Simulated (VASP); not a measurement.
# Mg (P6_3/mmc) in VASP: further runs

Runs on Mg. Level: PBE. Tasks: single point.

All numbers are computed with VASP 6.6.1; they aren't measurements. Logs are shortened: lines on timing, memory, paths and dates and some standing lists are left out, and cuts for length are marked.

### 1 The cell of the first run

The structure is hexagonal, space group P6_3/mmc (No. 194). The conventional cell has a = 3.539 Å, b = 3.539 Å, c = 5.454 Å, α = 90.00°, β = 90.00°, γ = 120.00°. Within 4.5 Å of Mg (site symmetry -6m2) lie 12 Mg at 3.41 to 3.54 Å.

### 2 Single point, PBE (Ca replaced by Mg, lengths x 0.881, strained)

INCAR

```
PREC = Accurate
ENCUT = 600
EDIFF = 1E-6
ISMEAR = 0
SIGMA = 0.1
LREAL = False
LASPH = True
NELM = 120
ALGO = Normal
ISIF = 2
LWAVE = False
LCHARG = False
GGA = PE
NBANDS = 9
GGA_COMPAT = False
```

KPOINTS

```
regular mesh
0
Gamma
  6 6 4
```

POSCAR

```
Mg
1.0
    3.5394983748      0.0000000000      0.0000000000
   -1.7697491874      3.0652955092      0.0000000000
    0.0000000000      0.0000000000      5.4538521932
Mg
2
Direct
    0.3333333333      0.6666666667      0.2500000000
    0.6666666667      0.3333333333      0.7500000000
```

Potentials or basis: VASP PAW PBE potentials, release 64 (Mg).

Command:

```console
$ cat potpaw_PBE.64/Mg/POTCAR > POTCAR
$ mpirun -np 1 vasp_std > vasp.out
```

OUTCAR:

```text
PREC = Accurate
   ENCUT = 600
   EDIFF = 1E-6
   ISMEAR = 0
   LREAL = False
   LASPH = True
   NELM = 120
   ISIF = 2
   GGA = PE

 ion  position               nearest neighbor table
   1  0.333  0.667  0.250-   2 3.41   2 3.41   2 3.41   2 3.41   2 3.41   2 3.41
   2  0.667  0.333  0.750-   1 3.41   1 3.41   1 3.41   1 3.41   1 3.41   1 3.41

  LATTYP: Found a hexagonal cell.
 ALAT       =     3.5394983748
 C/A-ratio  =     1.5408545550

  Lattice vectors:

 A1 = (   3.5394983748,   0.0000000000,   0.0000000000)
 A2 = (  -1.7697491874,   3.0652955092,   0.0000000000)
 A3 = (   0.0000000000,   0.0000000000,   5.4538521932)

Analysis of symmetry for initial positions (statically):
=====================================================================
 Subroutine PRICEL returns:
 Original cell was already a primitive cell.

 Routine SETGRP: Setting up the symmetry group for a
 hexagonal supercell.

 Subroutine GETGRP returns: Found 24 space group operations
 (whereof 12 operations were pure point group operations)
 out of a pool of 24 trial point group operations.

The static configuration has the point symmetry D_3d.
 The point group associated with its full space group is D_6h.

Analysis of symmetry for dynamics (positions and initial velocities):
=====================================================================
 Subroutine PRICEL returns:
 Original cell was already a primitive cell.

 Routine SETGRP: Setting up the symmetry group for a
 hexagonal supercell.

 Subroutine GETGRP returns: Found 24 space group operations
 (whereof 12 operations were pure point group operations)
 out of a pool of 24 trial point group operations.

The dynamic configuration has the point symmetry D_3d.
 The point group associated with its full space group is D_6h.

 Subroutine INISYM returns: Found 24 space group operations
 (whereof 12 operations are pure point group operations),
 and found     1 'primitive' translations

----------------------------------------------------------------------------------------

                                     Primitive cell

  volume of cell :      59.1722

  direct lattice vectors                    reciprocal lattice vectors
     3.539498375  0.000000000  0.000000000     0.282525910  0.163116410  0.000000000
    -1.769749187  3.065295509  0.000000000     0.000000000  0.326232821  0.000000000
     0.000000000  0.000000000  5.453852193     0.000000000  0.000000000  0.183356638

  length of vectors
     3.539498375  3.539498375  5.453852193     0.326232821  0.326232821  0.183356638

  position of ions in fractional coordinates (direct lattice)
     0.333333333  0.666666667  0.250000000
     0.666666667  0.333333333  0.750000000

  ion indices of the primitive-cell ions
   primitive index   ion index
                 1           1
                 2           2

----------------------------------------------------------------------------------------

 KPOINTS: regular mesh

Automatic generation of k-mesh.
 Grid dimensions read from file:
 generate k-points for:    6    6    4

 Generating k-lattice:

  Cartesian coordinates                     Fractional coordinates (reciprocal lattice)
     0.047087652  0.027186068  0.000000000     0.166666667  0.000000000  0.000000000
     0.000000000  0.054372137  0.000000000     0.000000000  0.166666667  0.000000000
     0.000000000  0.000000000  0.045839159     0.000000000  0.000000000  0.250000000

  Length of vectors
     0.054372137  0.054372137  0.045839159

  Shift w.r.t. Gamma in fractional coordinates (k-lattice)
     0.000000000  0.000000000  0.000000000

 Subroutine IBZKPT returns following result:
 ===========================================

 Found     21 irreducible k-points:

 Following reciprocal coordinates:
            Coordinates               Weight
  0.000000  0.000000  0.000000      1.000000
  0.166667  0.000000  0.000000      6.000000
  0.333333  0.000000  0.000000      6.000000
  0.500000  0.000000  0.000000      3.000000
  0.166667  0.166667  0.000000      6.000000
  0.333333  0.166667  0.000000     12.000000
[... 13 lines left out ...]
  0.333333  0.166667  0.500000     12.000000
  0.333333  0.333333  0.500000      2.000000
   k-points           NKPTS =     21   k-points in BZ     NKDIM =     21   number of bands    NBANDS=      9
   number of dos      NEDOS =    301   number of ions     NIONS =      2
   total plane-waves  NPLWV =  37632
   dimension x,y,z NGX =    28 NGY =   28 NGZ =   48
   dimension x,y,z NGXF=    56 NGYF=   56 NGZF=   96
   ions per type =               2
   NGX,Y,Z   is equivalent  to a cutoff of  13.15, 13.15, 14.63 a.u.
   NGXF,Y,Z  is equivalent  to a cutoff of  26.30, 26.30, 29.26 a.u.
 SYSTEM =  unknown system
   PREC   = accura    normal or accurate (medium, high low for compatibility)
   ISTART =      0    job   : 0-new  1-cont  2-samecut
   ICHARG =      2    charge: 1-file 2-atom 10-const
   ISPIN  =      1    spin polarized calculation?
   LNONCOLLINEAR =      F non collinear calculations
   LSORBIT =      F    spin-orbit coupling
   LASPH  =      T    aspherical Exc in radial PAW
   ENCUT  =  600.0 eV  44.10 Ry    6.64 a.u.   7.07  7.07 10.89*2*pi/ulx,y,z
   NELM   =    120;   NELMIN=  2; NELMDL= -5     # of ELM steps
   EDIFF  = 0.1E-05   stopping-criterion for ELM
   LREAL  =      F    real-space projection
   EDIFFG = 0.1E-04   stopping-criterion for IOM
   NSW    =      0    number of steps for IOM
   IBRION =     -1    ionic relax: 0-MD 1-quasi-New 2-CG
   NFREE  =      0    steps in history (QN), initial steepest desc. (CG)
   ISIF   =      2    stress and relaxation
   ISYM   =      2    0-nonsym 1-usesym 2-fastsym
   POTIM  = 0.5000    time-step for ionic-motion
   TEBEG  =    0.0;   TEEND  =   0.0 temperature during run
   PSTRESS=    0.0 pullay stress
   NELECT =       4.0000    total number of electrons
   NUPDOWN=      -1.0000    fix difference up-down
   EMIN   =  10.00;   EMAX   =-10.00  energy-range for DOS
   EFERMI =   0.00;   METHOD = LEGACY
   ISMEAR =     0;   SIGMA  =   0.10  broadening in eV -4-tet -1-fermi 0-gaus
   EFERMI_NEDOS =   21; number of points for ismear=-14 and -15
   IALGO  =     38    algorithm
   IMIX   =      4    mixing-type and parameters
     AMIX     =   0.40;   BMIX     =  1.00
     AMIX_MAG =   1.60;   BMIX_MAG =  1.00
  volume/ion in A,a.u.               =      29.59       199.66
  Fermi-wavevector in a.u.,A,eV,Ry     =   0.666892  1.260244  6.051127  0.444745
  Thomas-Fermi vector in A             =   1.741333
   LORBIT       =      0    0 simple, 1 ext, 2 COOP (PROOUT), +10 PAW based schemes
   GGA     = PE    functional components
   LHFCALC =     F    Hartree Fock is set to
   AEXX    =    0.0000 exact exchange contribution
   IVDW    =     0    specifies the selected vdW correction
   LEPSILON=     F    determine dielectric tensor
   LRPA    =     F    only Hartree local field effects (RPA)
 non-spin polarized calculation
 Gauss-broadening in eV      SIGMA  =   0.10
  energy-cutoff  :      600.00
  volume of cell :       59.17
 maximum number of plane-waves:      1990
   NGX = 15   NGY = 15   NGZ = 21

 number of electron       4.0000000 magnetization

 Free energy of the ion-electron system (eV)
  ---------------------------------------------------
  ext. energy  EPLUGINS =         0.00000000
  ---------------------------------------------------
  free energy    TOTEN  =        -2.65904619 eV

  energy without entropy =       -2.65398727  energy(sigma->0) =       -2.65651673

 E-fermi :   1.3539     XC(G=0):  -7.7407

 val. band max:        1.3026297606   @ k =   0.3333   0.3333   0.2500
 cond. band min:       1.6044482484   @ k =   0.3333   0.1667   0.2500
 fundamental gap:      0.3018184877
 Fermi energy:         1.3539498848

 k-point     1 :       0.0000    0.0000    0.0000
  band No.  band energies     occupation
      1      -4.4738      2.00000
      2       0.3813      2.00000
      3       0.6199      2.00000
      4      10.0435      0.00000
      5      10.0435      0.00000
      6      10.4994      0.00000
      7      10.4994      0.00000
      8      11.9360      0.00000
      9      12.1335      0.00000

 k-point     2 :       0.1667    0.0000    0.0000
  band No.  band energies     occupation
      1      -4.0295      2.00000
      2       0.7949      2.00000
      3       1.0595      1.99997
      4       6.2622      0.00000
      5       8.2828      0.00000
      6       9.2257      0.00000
      7      10.6913      0.00000
      8      11.0761      0.00000
      9      12.6676      0.00000

 k-point     3 :       0.3333    0.0000    0.0000
  band No.  band energies     occupation
      1      -2.7067      2.00000
      2       2.0325      0.00000
      3       2.1721      0.00000
      4       2.7058      0.00000
      5       7.0491      0.00000
      6       7.1061      0.00000
      7       7.2481      0.00000
      8       8.3269      0.00000
      9      11.5841      0.00000

 k-point     4 :       0.5000    0.0000    0.0000
  band No.  band energies     occupation
      1      -0.6601      2.00000
      2      -0.3941      2.00000
      3       3.8190      0.00000
      4       4.4022      0.00000
      5       4.4413      0.00000
      6       4.6497      0.00000
      7       6.7142      0.00000
      8       7.7529      0.00000
      9      11.1583      0.00000
[... 169 lines left out ...]
 k-point    19 :       0.1667    0.1667    0.5000
  band No.  band energies     occupation
      1      -1.8979      2.00000
      2      -1.8979      2.00000
      3       5.5746      0.00000
      4       5.5746      0.00000
      5       5.8908      0.00000
      6       5.8908      0.00000
      7       7.8983      0.00000
      8       7.8983      0.00000
      9      13.0323      0.00000

 k-point    20 :       0.3333    0.1667    0.5000
  band No.  band energies     occupation
      1      -0.1713      2.00000
      2      -0.1713      2.00000
      3       2.4150      0.00000
      4       2.4150      0.00000
      5       4.9521      0.00000
      6       4.9521      0.00000
      7       9.4321      0.00000
      8       9.4321      0.00000
      9      11.6815      0.00000

 k-point    21 :       0.3333    0.3333    0.5000
  band No.  band energies     occupation
      1       1.6129      0.00025
      2       1.6129      0.00025
      3       2.1712      0.00000
      4       2.1712      0.00000
      5       2.1956      0.00000
      6       2.1956      0.00000
      7      10.9016      0.00000
      8      10.9016      0.00000
      9      11.7956      0.00000

------------------------ aborting loop because EDIFF is reached ----------------------------------------

  FORCE on cell =-STRESS in cart. coord.  units (eV):
  Direction    XX          YY          ZZ          XY          YZ          ZX
  --------------------------------------------------------------------------------------
  -------------------------------------------------------------------------------------
  Total       -2.1641466     -2.1641466     -1.8535810     -0.0000000     -0.0000000      0.0000000
  in kB      -58.5975993    -58.5975993    -50.1885578     -0.0000000     -0.0000000      0.0000000
  external PRESSURE =     -55.7945855 kB  Pullay stress =       0.0000000 kB

 VOLUME and BASIS-vectors are now :
 -----------------------------------------------------------------------------
  energy-cutoff  :      600.00
  volume of cell :       59.17
      direct lattice vectors                 reciprocal lattice vectors
     3.539498375  0.000000000  0.000000000     0.282525910  0.163116410  0.000000000
    -1.769749187  3.065295509  0.000000000     0.000000000  0.326232821  0.000000000
     0.000000000  0.000000000  5.453852193     0.000000000  0.000000000  0.183356638

 POSITION                                       TOTAL-FORCE (eV/Angst)
 -----------------------------------------------------------------------------------
     -0.00000      2.04353      1.36346        -0.000000      0.000000      0.000000
      1.76975      1.02177      4.09039         0.000000     -0.000000      0.000000
 -----------------------------------------------------------------------------------
    total drift:                                0.000000     -0.000000      0.000000

  FREE ENERGIE OF THE ION-ELECTRON SYSTEM (eV)
  ---------------------------------------------------
  free  energy   TOTEN  =        -2.6590461871 eV

  energy  without entropy=       -2.6539872714  energy(sigma->0) =       -2.65651673
```

Run time: 20 s. Hardware: 1 thread of Intel Xeon 8259CL, shared host; peak memory 0.18 GiB.

What came out:

- Free energy: -2.6590 eV
- Pressure: -5.6 GPa
- Band gap on the k mesh: zero (bands 2 and 3 overlap by 1.41 eV)

Caveat: the cell differs from its parent crystal (Ca replaced by Mg, lengths x 0.881, strained); the cell stands under tension.

### 3 Single point, PBE (Ca replaced by Mg, lengths x 0.881, strained)

INCAR

```
SYSTEM = Mg
PREC     = Accurate       ! precision mode
ENCUT    = 600            ! plane-wave cutoff, eV
EDIFF    = 1E-6           ! SCF threshold, eV
ISMEAR   = 0              ! smearing method
SIGMA    = 0.1            ! smearing width, eV
LREAL    = .False.        ! projectors in reciprocal space
LASPH    = .True.         ! aspherical terms in the spheres
NELM     = 120            ! most SCF steps
ALGO     = Normal         ! electronic algorithm
ISIF     = 2              ! what is computed and relaxed
LWAVE    = .False.        ! write WAVECAR
LCHARG   = .False.        ! write CHGCAR
GGA      = PE             ! functional
NBANDS   = 9              ! bands
GGA_COMPAT= .False.
```

KPOINTS

```
regular mesh
0
Gamma
  15 15 8
  0 0 0
```

POSCAR is that of step 2.

Potentials or basis: VASP PAW PBE potentials, release 64 (Mg).

Command:

```console
$ cat potpaw_PBE.64/Mg/POTCAR > POTCAR
$ mpirun -np 1 vasp_std > vasp.out
```

OUTCAR:

```text
SYSTEM = Mg
   PREC = Accurate
   ENCUT = 600
   EDIFF = 1E-6
   ISMEAR = 0
   LREAL = .False.
   LASPH = .True.
   NELM = 120
   ISIF = 2
   GGA = PE

 ion  position               nearest neighbor table
   1  0.333  0.667  0.250-   2 3.41   2 3.41   2 3.41   2 3.41   2 3.41   2 3.41
   2  0.667  0.333  0.750-   1 3.41   1 3.41   1 3.41   1 3.41   1 3.41   1 3.41

  LATTYP: Found a hexagonal cell.
 ALAT       =     3.5394983748
 C/A-ratio  =     1.5408545550

  Lattice vectors:

[... 478 lines left out ...]

  FORCE on cell =-STRESS in cart. coord.  units (eV):
  Direction    XX          YY          ZZ          XY          YZ          ZX
  --------------------------------------------------------------------------------------
  -------------------------------------------------------------------------------------
  Total       -2.0811105     -2.0811105     -1.8450665     -0.0000000      0.0000000      0.0000000
  in kB      -56.3492703    -56.3492703    -49.9580159     -0.0000000      0.0000000      0.0000000
  external PRESSURE =     -54.2188522 kB  Pullay stress =       0.0000000 kB

 VOLUME and BASIS-vectors are now :
 -----------------------------------------------------------------------------
  energy-cutoff  :      600.00
  volume of cell :       59.17
      direct lattice vectors                 reciprocal lattice vectors
     3.539498375  0.000000000  0.000000000     0.282525910  0.163116410  0.000000000
    -1.769749187  3.065295509  0.000000000     0.000000000  0.326232821  0.000000000
     0.000000000  0.000000000  5.453852193     0.000000000  0.000000000  0.183356638

 POSITION                                       TOTAL-FORCE (eV/Angst)
 -----------------------------------------------------------------------------------
     -0.00000      2.04353      1.36346        -0.000000      0.000000      0.000000
      1.76975      1.02177      4.09039         0.000000     -0.000000      0.000000
 -----------------------------------------------------------------------------------
    total drift:                                0.000000     -0.000000      0.000000

  FREE ENERGIE OF THE ION-ELECTRON SYSTEM (eV)
  ---------------------------------------------------
  free  energy   TOTEN  =        -2.7249651318 eV

  energy  without entropy=       -2.7193396945  energy(sigma->0) =       -2.72215241
```

OSZICAR:

```text
N       E                     dE             d eps       ncg     rms          rms(c)
DAV:   1    -0.399900181663E-01   -0.39990E-01   -0.13573E+03  2430   0.345E+02
DAV:   2    -0.268401636128E+01   -0.26440E+01   -0.25748E+01  3198   0.262E+01
DAV:   3    -0.273805084345E+01   -0.54034E-01   -0.53729E-01  3231   0.300E+00
DAV:   4    -0.273822392272E+01   -0.17308E-03   -0.17307E-03  3056   0.168E-01
DAV:   5    -0.273822470464E+01   -0.78192E-06   -0.78180E-06  3165   0.110E-02    0.993E-01
DAV:   6    -0.273316827618E+01    0.50564E-02   -0.15375E-03  2802   0.281E-01    0.642E-01
DAV:   7    -0.272495894806E+01    0.82093E-02   -0.63390E-03  2534   0.516E-01    0.412E-02
DAV:   8    -0.272497016397E+01   -0.11216E-04   -0.42833E-05  3357   0.379E-02    0.108E-02
DAV:   9    -0.272496573253E+01    0.44314E-05   -0.29571E-06  2738   0.868E-03    0.738E-04
DAV:  10    -0.272496513178E+01    0.60075E-06   -0.21402E-08  1507   0.920E-04
   1 F= -.27249651E+01 E0= -.27221524E+01  d E =-.562544E-02
```

Run time: 97 s. Hardware: 1 thread of Intel Xeon 8259CL, shared host; peak memory 0.24 GiB.

Results:

```yaml
Free_energy: -2.7250 eV
Pressure: -5.4 GPa
Band_gap_on_the_k_mesh: zero (bands 2 and 3 overlap by 1.61 eV)
```

Levels at points of the mesh, in eV from the Fermi level:
```csv
k point,band 1,band 2,band 3,band 4,band 5
"(0.00, 0.00, 0.00)",-5.89,-1.03,-0.80,8.63,8.63
"(0.00, 0.00, 0.50)",-4.63,-4.63,5.04,5.04,9.69
```

Caveat: the cell differs from its parent crystal (Ca replaced by Mg, lengths x 0.881, strained); the cell stands under tension.
